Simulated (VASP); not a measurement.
Ni: single point with PBE

Ni:

```xyz
2
Lattice="1.7417 1.7417 0.0000 -1.7417 1.7417 0.0000 0.0000 0.0000 3.5396" Properties=species:S:1:pos:R:3 pbc="T T T"
Ni    0.0000    0.0000    0.0000
Ni    0.0000    1.7417    1.7698
```

This cell differs from its parent crystal: biaxial strain in the a-b plane: -1.0 %.

```
Program             : VASP 6.6.1
Task                : single point
Functional          : PBE
Potentials or basis : VASP PAW PBE potentials, release 64 (Ni)
Cutoff              : 520 eV
k mesh              : 20 × 20 × 14
Occupations         : gaussian, width 0.1 eV
Spin                : collinear spin, ferromagnetic start
Starting moments    : [0.75, 0.75] μB
```

```json
{"Pressure": "2.9 GPa", "Net moment": "1.26 μB per cell", "Site moments": "Ni +0.64 μB", "Valence electrons inside the program's atomic spheres": "Ni 9.33"}
```

Stress tensor (GPa, compression positive):
```
3.58 0.00 0.00
0.00 3.58 0.00
0.00 0.00 1.39
```

Levels at points of the mesh, in eV from the Fermi level:
Spin up:
```tsv
k point	band 8	band 9	band 10	band 11	band 12	band 13	band 14	band 15
(0.00, 0.00, 0.00)	-1.22	-0.54	-0.48	-0.48	2.20	9.05	15.22	15.22
(0.50, 0.00, 0.00)	-1.70	-1.39	-1.39	1.04	1.04	11.46	11.46	12.83
(0.50, 0.50, 0.00)	-0.51	-0.44	-0.44	2.58	2.58	9.48	9.48	14.81
(0.00, 0.00, 0.50)	-1.59	-1.59	-1.59	-0.89	-0.89	19.60	19.60	19.60
(0.50, 0.00, 0.50)	-0.62	-0.59	-0.59	-0.32	-0.32	5.75	5.75	22.27
(0.50, 0.50, 0.50)	-1.35	-0.44	-0.44	7.82	7.82	7.82	7.82	10.15
```
Spin down:
| k point | band 6 | band 7 | band 8 | band 9 | band 10 | band 11 | band 12 | band 13 | band 14 | band 15 |
| --- | --- | --- | --- | --- | --- | --- | --- | --- | --- | --- |
| (0.00, 0.00, 0.00) | -1.68 | -0.74 | -0.63 | 0.07 | 0.39 | 0.39 | 2.16 | 9.30 | 15.23 | 15.23 |
| (0.50, 0.00, 0.00) | -2.28 | -1.15 | -1.15 | -0.58 | -0.58 | 1.61 | 1.61 | 11.66 | 11.66 | 12.95 |
| (0.50, 0.50, 0.00) | 0.06 | 0.36 | 0.36 | 0.44 | 0.44 | 2.54 | 2.54 | 9.72 | 9.72 | 14.82 |
| (0.00, 0.00, 0.50) | -1.46 | -0.80 | -0.80 | -0.80 | -0.80 | -0.29 | -0.29 | 19.67 | 19.67 | 19.67 |
| (0.50, 0.00, 0.50) | -1.78 | -0.38 | -0.38 | 0.13 | 0.13 | 0.17 | 0.17 | 6.18 | 6.18 | 22.14 |
| (0.50, 0.50, 0.50) | -2.50 | -0.79 | -0.79 | 0.44 | 0.44 | 7.99 | 7.99 | 7.99 | 7.99 | 10.31 |

Run time: 4.1 min on 1 thread of Intel(R) Xeon(R) Platinum 8488C (Sapphire Rapids), with other jobs on the host, peak memory 0.4 GiB.

Caveat: the cell differs from its parent crystal (biaxial strain in the a-b plane: -1.0 %).
